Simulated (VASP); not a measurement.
# BaTiO3 (P4mm) in VASP: notebook

BaTiO3 is run at these levels: PBE; tasks: single point.

Everything below comes from runs of VASP 6.6.1. Logs are shortened: lines on timing, memory, paths and dates and some standing lists are left out, and cuts for length are marked.

**1. The cell of the first run**

It takes space group P4mm (No. 99, tetragonal). Conventional cell: a = 4.000 Å, b = 4.000 Å, c = 3.938 Å, α = 90.00°, β = 90.00°, γ = 90.00°. Within 3.7 Å of Ba (site symmetry 4mm) lie 12 O at 2.78 to 2.83 Å and 8 Ti at 3.43 to 3.47 Å. Within 2.5 Å of Ti (site symmetry 4mm) lie 6 O at 1.89 to 2.05 Å. O (site symmetry 4mm) has 2 Ti at 1.89 to 2.05 Å within 2.5 Å. O (site symmetry 2mm) has 2 Ti at 2.00 Å and 4 Ba at 2.78 to 2.83 Å and 8 O at 2.80 to 2.83 Å within 2.9 Å.

**2. Single point, PBE (z stretched by -2 %, then relaxed in part)**

The input, INCAR:

```
SYSTEM = BaTiO3
PREC = Accurate ; ENCUT = 1340
EDIFF = 1E-6 ; ISMEAR = -1
SIGMA = 0.02 ; LREAL = .False.
LASPH = .True. ; NELM = 120
ALGO = Normal ; ISIF = 2
LWAVE = .False. ; LCHARG = .True.
GGA = PE ; LELF = .True.
LVHAR = .True. ; NBANDS = 28
GGA_COMPAT = .False.
```

The input, KPOINTS:

```
regular mesh
0
Gamma
  8 8 8
  0 0 0
```

The input, POSCAR:

```
BaTiO3
1.0
    3.9998000000      0.0000000000      0.0000000000
    0.0000000000      3.9998000000      0.0000000000
    0.0000000000      0.0000000000      3.9376400000
Ba Ti O
1 1 3
Direct
    0.0000000000      0.0000000000      0.0015953525
    0.5000000000      0.5000000000      0.4929566690
    0.5000000000      0.5000000000      0.0137079606
    0.5000000000      0.0000000000      0.5098700090
    0.0000000000      0.5000000000      0.5098700090
```

Potentials or basis: VASP PAW PBE potentials, release 64 (Ba_sv, Ti_sv, O_h).

Launch:

```console
$ cat potpaw_PBE.64/Ba_sv/POTCAR potpaw_PBE.64/Ti_sv/POTCAR potpaw_PBE.64/O_h/POTCAR > POTCAR
$ mpirun -np 1 vasp_std > vasp.out
```

OUTCAR:

```text
SYSTEM = BaTiO3
   PREC = Accurate
   ENCUT = 1340
   EDIFF = 1E-6
   ISMEAR = -1
   LREAL = .False.
   LASPH = .True.
   NELM = 120
   ISIF = 2
   GGA = PE

 ion  position               nearest neighbor table
   1  0.000  0.000  0.002-   4 2.78   5 2.78   5 2.78   4 2.78   3 2.83   3 2.83   3 2.83   3 2.83
                             4 2.83   5 2.83   5 2.83   4 2.83   2 3.43   2 3.43   2 3.43   2 3.43
   2  0.500  0.500  0.493-   3 1.89   4 2.00   5 2.00   4 2.00   5 2.00   3 2.05   1 3.43   1 3.43
                             1 3.43   1 3.43   1 3.47   1 3.47   1 3.47   1 3.47
   3  0.500  0.500  0.014-   2 1.89   2 2.05   1 2.83   1 2.83   1 2.83   1 2.83
   4  0.500  0.000  0.510-   2 2.00   2 2.00   1 2.78   1 2.78   1 2.83   1 2.83
   5  0.000  0.500  0.510-   2 2.00   2 2.00   1 2.78   1 2.78   1 2.83   1 2.83

  LATTYP: Found a simple tetragonal cell.
 ALAT       =     3.9998000000
 C/A-ratio  =     0.9844592230

  Lattice vectors:

 A1 = (   3.9998000000,   0.0000000000,   0.0000000000)
 A2 = (   0.0000000000,   3.9998000000,   0.0000000000)
 A3 = (   0.0000000000,   0.0000000000,   3.9376400000)

Analysis of symmetry for initial positions (statically):
=====================================================================
 Subroutine PRICEL returns:
 Original cell was already a primitive cell.

 Routine SETGRP: Setting up the symmetry group for a
 simple tetragonal supercell.

 Subroutine GETGRP returns: Found  8 space group operations
 (whereof  8 operations were pure point group operations)
 out of a pool of 16 trial point group operations.

The static configuration has the point symmetry C_4v.

Analysis of symmetry for dynamics (positions and initial velocities):
=====================================================================
 Subroutine PRICEL returns:
 Original cell was already a primitive cell.

 Routine SETGRP: Setting up the symmetry group for a
 simple tetragonal supercell.

 Subroutine GETGRP returns: Found  8 space group operations
 (whereof  8 operations were pure point group operations)
 out of a pool of 16 trial point group operations.

The dynamic configuration has the point symmetry C_4v.

 Subroutine INISYM returns: Found  8 space group operations
 (whereof  8 operations are pure point group operations),
 and found     1 'primitive' translations

----------------------------------------------------------------------------------------
[... 99 lines left out ...]
   EDIFF  = 0.1E-05   stopping-criterion for ELM
   LREAL  =      F    real-space projection
   EDIFFG = 0.1E-04   stopping-criterion for IOM
   NSW    =      0    number of steps for IOM
   IBRION =     -1    ionic relax: 0-MD 1-quasi-New 2-CG
   NFREE  =      0    steps in history (QN), initial steepest desc. (CG)
   ISIF   =      2    stress and relaxation
   ISYM   =      2    0-nonsym 1-usesym 2-fastsym
   POTIM  = 0.5000    time-step for ionic-motion
   TEBEG  =    0.0;   TEEND  =   0.0 temperature during run
   PSTRESS=    0.0 pullay stress
   NELECT =      40.0000    total number of electrons
   NUPDOWN=      -1.0000    fix difference up-down
   EMIN   =  10.00;   EMAX   =-10.00  energy-range for DOS
   EFERMI =   0.00;   METHOD = LEGACY
   ISMEAR =    -1;   SIGMA  =   0.02  broadening in eV -4-tet -1-fermi 0-gaus
   EFERMI_NEDOS =   21; number of points for ismear=-14 and -15
   IALGO  =     38    algorithm
   IMIX   =      4    mixing-type and parameters
     AMIX     =   0.40;   BMIX     =  1.00
     AMIX_MAG =   1.60;   BMIX_MAG =  1.00
  volume/ion in A,a.u.               =      12.60        85.02
  Fermi-wavevector in a.u.,A,eV,Ry     =   1.407097  2.659027 26.938466  1.979921
  Thomas-Fermi vector in A             =   2.529390
   LORBIT       =      0    0 simple, 1 ext, 2 COOP (PROOUT), +10 PAW based schemes
   GGA     = PE    functional components
   LHFCALC =     F    Hartree Fock is set to
   AEXX    =    0.0000 exact exchange contribution
   IVDW    =     0    specifies the selected vdW correction
   LEPSILON=     F    determine dielectric tensor
   LRPA    =     F    only Hartree local field effects (RPA)
 non-spin polarized calculation
  energy-cutoff  :     1340.00
  volume of cell :       63.00
 maximum number of plane-waves:      7044
 NGX is ok and might be reduce to    48
   NGX = 23   NGY = 23   NGZ = 23

 number of electron      40.0000001 magnetization

 Free energy of the ion-electron system (eV)
  ---------------------------------------------------
  ext. energy  EPLUGINS =         0.00000000
  ---------------------------------------------------
  free energy    TOTEN  =       -39.94916044 eV

  energy without entropy =      -39.94916044  energy(sigma->0) =      -39.94916044

 E-fermi :   4.8517     XC(G=0): -11.3547

 val. band max:        4.3261640180   @ k =   0.5000   0.5000   0.5000
 cond. band min:       6.1295485877   @ k =   0.0000   0.0000   0.0000
 fundamental gap:      1.8033845696
 Fermi energy:         4.8516931849

 k-point     1 :       0.0000    0.0000    0.0000
  band No.  band energies     occupation
      1     -52.1834      2.00000
      2     -28.4299      2.00000
      3     -28.4016      2.00000
      4     -28.4016      2.00000
      5     -20.4405      2.00000
      6     -12.6105      2.00000
[... 733 lines left out ...]
     27      12.3521      0.00000
     28      13.2655      0.00000

 [... further k-points ...]

------------------------ aborting loop because EDIFF is reached ----------------------------------------

  FORCE on cell =-STRESS in cart. coord.  units (eV):
  Direction    XX          YY          ZZ          XY          YZ          ZX
  --------------------------------------------------------------------------------------
  -------------------------------------------------------------------------------------
  Total        2.3837589      2.3837589      4.1195600      0.0000000     -0.0000000      0.0000000
  in kB       60.6261994     60.6261994    104.7728730      0.0000000     -0.0000000      0.0000000
  external PRESSURE =      75.3417572 kB  Pullay stress =       0.0000000 kB

 VOLUME and BASIS-vectors are now :
 -----------------------------------------------------------------------------
  energy-cutoff  :     1340.00
  volume of cell :       63.00
      direct lattice vectors                 reciprocal lattice vectors
     3.999800000  0.000000000  0.000000000     0.250012501  0.000000000  0.000000000
     0.000000000  3.999800000  0.000000000     0.000000000  0.250012501  0.000000000
     0.000000000  0.000000000  3.937640000     0.000000000  0.000000000  0.253959224

 POSITION                                       TOTAL-FORCE (eV/Angst)
 -----------------------------------------------------------------------------------
      0.00000      0.00000      0.00628        -0.000000     -0.000000      0.017291
      1.99990      1.99990      1.94109        -0.000000     -0.000000      0.011966
      1.99990      1.99990      0.05398         0.000000      0.000000     -0.016272
      1.99990      0.00000      2.00768        -0.000000     -0.000000     -0.006493
      0.00000      1.99990      2.00768        -0.000000     -0.000000     -0.006493
 -----------------------------------------------------------------------------------
    total drift:                                0.000000     -0.000000     -0.000427

  FREE ENERGIE OF THE ION-ELECTRON SYSTEM (eV)
  ---------------------------------------------------
  free  energy   TOTEN  =       -39.9491604410 eV

  energy  without entropy=      -39.9491604410  energy(sigma->0) =      -39.94916044
```

Wall time 9.9 min (1 thread of Intel Xeon Platinum 8259CL at 2.50GHz (Skylake/Cascade Lake), shared host); peak memory 0.71 GiB.

Results:

```
Free energy            : -39.9492 eV
Pressure               : 7.5 GPa
Largest force          : 0.017 eV/Å
Band gap on the k mesh : 1.80 eV (least direct gap 1.97 eV)
```

Forces in eV/Å, atoms in the order of the input:
```
Ba   0.000  0.000  0.017
Ti   0.000  0.000  0.012
O    0.000  0.000 -0.016
O    0.000  0.000 -0.006
O    0.000  0.000 -0.006
```

Caveat: the cell differs from its parent crystal (z stretched by -2 %, then relaxed in part); the cell stands under pressure; spin-orbit coupling is left out, which moves the levels of the heavy elements. A k mesh can miss the band edges.

**3. Single point, PBE (z stretched by -3 %, then relaxed in part)**

The input, INCAR:

```
PREC     = Accurate       # precision mode
ENCUT    = 1340           # plane-wave cutoff, eV
EDIFF    = 1E-6           # SCF threshold, eV
ISMEAR   = -1             # smearing method
SIGMA    = 0.02           # smearing width, eV
LREAL    = F              # projectors in reciprocal space
LASPH    = T              # aspherical terms in the spheres
NELM     = 120            # most SCF steps
ALGO     = Normal         # electronic algorithm
ISIF     = 2              # what is computed and relaxed
LWAVE    = F              # write WAVECAR
LCHARG   = F              # write CHGCAR
GGA      = PE             # functional
NBANDS   = 28             # bands
GGA_COMPAT= F
```

The input, KPOINTS:

```
regular mesh
0
Gamma
  8 8 8
```

The input, POSCAR:

```
BaTiO3
1.0
    3.9998000000      0.0000000000      0.0000000000
    0.0000000000      3.9998000000      0.0000000000
    0.0000000000      0.0000000000      3.8974600000
Ba Ti O
1 1 3
Direct
    0.0000000000      0.0000000000      0.0049157700
    0.5000000000      0.5000000000      0.5033280794
    0.5000000000      0.5000000000      0.0069364993
    0.5000000000      0.0000000000      0.5064098258
    0.0000000000      0.5000000000      0.5064098258
```

Potentials or basis: VASP PAW PBE potentials, release 64 (Ba_sv, Ti_sv, O_h).

Launch:

```console
$ cat potpaw_PBE.64/Ba_sv/POTCAR potpaw_PBE.64/Ti_sv/POTCAR potpaw_PBE.64/O_h/POTCAR > POTCAR
$ mpirun -np 1 vasp_std > vasp.out
```

It took 9 min on 1 thread of Intel Xeon Platinum 8488C (Sapphire Rapids), shared host; peak memory 0.7 GiB.

It converged, with:

```yaml
Free_energy: -39.9018 eV
Pressure: 9.3 GPa
Largest_force: 0.005 eV/Å
Band_gap_on_the_k_mesh: 1.75 eV (least direct gap 1.87 eV)
```

Forces on the atoms (eV/Å):
```
Ba   0.000  0.000  0.004
Ti   0.000  0.000  0.005
O    0.000  0.000 -0.004
O    0.000  0.000 -0.002
O    0.000  0.000 -0.002
```

Stress tensor (GPa, compression positive):
```
 7.25  0.00  0.00
 0.00  7.25  0.00
 0.00  0.00 13.29
```

Levels at points of the mesh, in eV from the valence-band top:
```csv
k point,band 17,band 18,band 19,band 20,band 21,band 22,band 23,band 24
"(0.00, 0.00, 0.00)",-1.10,-0.15,-0.15,-0.12,1.75,1.80,1.80,3.98
"(0.50, 0.00, 0.00)",-1.78,-1.78,-0.74,-0.71,1.96,3.53,3.54,4.13
"(0.50, 0.50, 0.00)",-1.72,-1.03,-1.03,-0.17,3.55,3.55,3.95,5.15
"(0.00, 0.00, 0.50)",-2.03,-1.95,-0.75,-0.75,1.94,3.77,3.77,3.99
"(0.50, 0.00, 0.50)",-1.72,-0.81,-0.80,-0.10,3.54,3.77,4.10,4.88
"(0.50, 0.50, 0.50)",-2.24,-0.06,0.00,0.00,4.23,4.37,4.37,6.73
```

Caveat: the cell differs from its parent crystal (z stretched by -3 %, then relaxed in part); the stress differs along the axes, from 7 to 13 GPa; spin-orbit coupling is left out, which moves the levels of the heavy elements. A k mesh can miss the band edges.
